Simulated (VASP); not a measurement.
## Si2W: single point with PBE

Crystal: Si2W.

```
Si W
1.0
     4.71723    0.00000    0.00000
    -2.35862    4.08525    0.00000
     0.00000    0.00000    6.36025
Si W
6 3
Direct
  0.80506 0.61013 0.50000
  0.19494 0.80506 0.83333
  0.61013 0.80506 0.16667
  0.19494 0.38987 0.50000
  0.80506 0.19494 0.83333
  0.38987 0.19494 0.16667
  0.00000 0.50000 0.16667
  0.50000 0.50000 0.83333
  0.50000 0.00000 0.50000
```

This cell differs from its parent crystal: atoms shifted along a free coordinate, c/a of the conventional cell at fixed volume 1.3483.

```
Program             : VASP 6.6.1
Task                : single point
Functional          : PBE
Potentials or basis : VASP PAW PBE potentials, release 64 (Si, W_sv)
Cutoff              : 520 eV
k mesh              : 9 × 9 × 6
Occupations         : gaussian, width 0.03 eV
Spin                : no spin polarisation
```

* Pressure: 12.0 GPa
* Largest force: 3.142 eV/Å
* Band gap on the k mesh: 0.08 eV (least direct gap 0.18 eV)

Forces on the atoms (eV/Å):
```
Si   0.000  3.142  0.000
Si  -2.721  1.571  0.000
Si   2.721  1.571  0.000
Si   0.000 -3.142  0.000
Si   2.721 -1.571  0.000
Si  -2.721 -1.571  0.000
W    0.000  0.000  0.000
W    0.000  0.000  0.000
W    0.000  0.000  0.000
```

Stress tensor (GPa, compression positive):
```
 6.91  0.00  0.00
 0.00  6.91  0.00
 0.00  0.00 22.12
```

Levels at points of the mesh, in eV from the valence-band top:
| k point | band 30 | band 31 | band 32 | band 33 | band 34 | band 35 | band 36 | band 37 |
| --- | --- | --- | --- | --- | --- | --- | --- | --- |
| (0.00, 0.00, 0.00) | -2.83 | -2.83 | -2.58 | -1.43 | 1.60 | 1.60 | 1.70 | 2.49 |
| (0.00, 0.00, 0.50) | -1.92 | -1.57 | -0.61 | -0.61 | 0.91 | 1.63 | 1.76 | 1.76 |

Wall time 2.4 min on 1 thread of Intel(R) Xeon(R) Platinum 8488C (Sapphire Rapids), on a shared host, peak memory 0.35 GiB.

Caveat: the cell stands under pressure; spin-orbit coupling is left out, which moves the levels of the heavy elements; an odd mesh through Γ misses points on the zone boundary, where band edges can lie; forces of over 1 eV/Å act on the atoms, so gaps and moduli don't describe the material at rest.
